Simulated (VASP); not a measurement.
A run of VASP 6.6.1 is set up as follows.

File INCAR:

```
PREC     = Accurate       # precision mode
ENCUT    = 520            # plane-wave cutoff, eV
EDIFF    = 1E-6           # SCF threshold, eV
ISMEAR   = -1             # smearing method
SIGMA    = 0.05           # smearing width, eV
LREAL    = F              # projectors in reciprocal space
LASPH    = T              # aspherical terms in the spheres
NELM     = 60             # most SCF steps
ALGO     = Normal         # electronic algorithm
ISIF     = 2              # what is computed and relaxed
LWAVE    = F              # write WAVECAR
LCHARG   = F              # write CHGCAR
GGA      = PS             # functional
NBANDS   = 26             # bands
```

Contents of KPOINTS:

```
Automatic mesh
0
Gamma
  10 10 3
```

The input POSCAR:

```
SiC
1.0
    3.0780442579      0.0000000000      0.0000000000
   -1.5390221289      2.6656645213      0.0000000000
    0.0000000000      0.0000000000     10.0756657957
Si C
4 4
Direct
    0.0000000000      0.0000000000      0.1878963113
    0.0000000000      0.0000000000      0.6878963113
    0.3333333333      0.6666666667      0.4378288389
    0.6666666667      0.3333333333      0.9378288389
    0.0000000000      0.0000000000      0.0004548126
    0.0000000000      0.0000000000      0.5004548126
    0.3333333333      0.6666666667      0.2498190372
    0.6666666667      0.3333333333      0.7498190372
```

Potentials or basis: VASP PAW PBE potentials, release 64 (Si, C).

Run with:

```console
$ cat potpaw_PBE.64/Si/POTCAR potpaw_PBE.64/C/POTCAR > POTCAR
$ mpirun -np 1 vasp_std > vasp.out
```

(1) Predict the largest force.

(2) Estimate the pressure.

(3) Estimate the band gap on the k mesh.

## Answers

(1) 0.005 eV/Å.

(2) 0.4 GPa.

(3) 2.11 eV (least direct gap 3.23 eV).

Caveat: the PAW data sets were made with another functional, which shifts forces and pressure a little; an odd mesh through Γ misses points on the zone boundary, where band edges can lie.
